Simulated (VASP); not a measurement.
## MgS (Niningerite): single point with PBEsol

MgS (Niningerite):

```
CELL_PARAMETERS angstrom
0.00000 2.60165 2.70572
2.60165 0.00000 2.70572
2.60165 2.60165 0.00000
ATOMIC_POSITIONS crystal
S 0.50000 0.50000 0.50000
Mg 0.00000 0.00000 0.00000
```

- Program: VASP 6.6.1
- Task: single point
- Functional: PBEsol
- Potentials or basis: VASP PAW PBE potentials, release 64 (S, Mg)
- Cutoff: 520 eV
- k mesh: 9 × 9 × 9
- Occupations: fermi-dirac, width 0.05 eV
- Spin: no spin polarisation
- Dipole correction: no
- Further INCAR settings: ALGO = Normal; EDIFF = 1e-06; NBANDS = 11

```json
{
  "Pressure": "-3.6 GPa",
  "Band gap on the k mesh": "2.61 eV, indirect (least direct gap 3.19 eV)"
}
```

Stress tensor (GPa, compression positive):
```
-2.60  0.00  0.00
 0.00 -2.60  0.00
 0.00  0.00 -5.65
```

Levels at points of the mesh, in eV from the valence-band top:
```tsv
k point	band 2	band 3	band 4	band 5	band 6	band 7
(0.00, 0.00, 0.00)	-0.16	-0.16	0.00	3.19	7.52	7.92
```

Wall time 18 s on 1 thread of Intel Xeon 6975P-C, with other jobs on the host, peak memory 0.17 GiB.

Caveat: the PAW data sets were made with another functional, which shifts forces and pressure a little. A k mesh can miss the band edges.
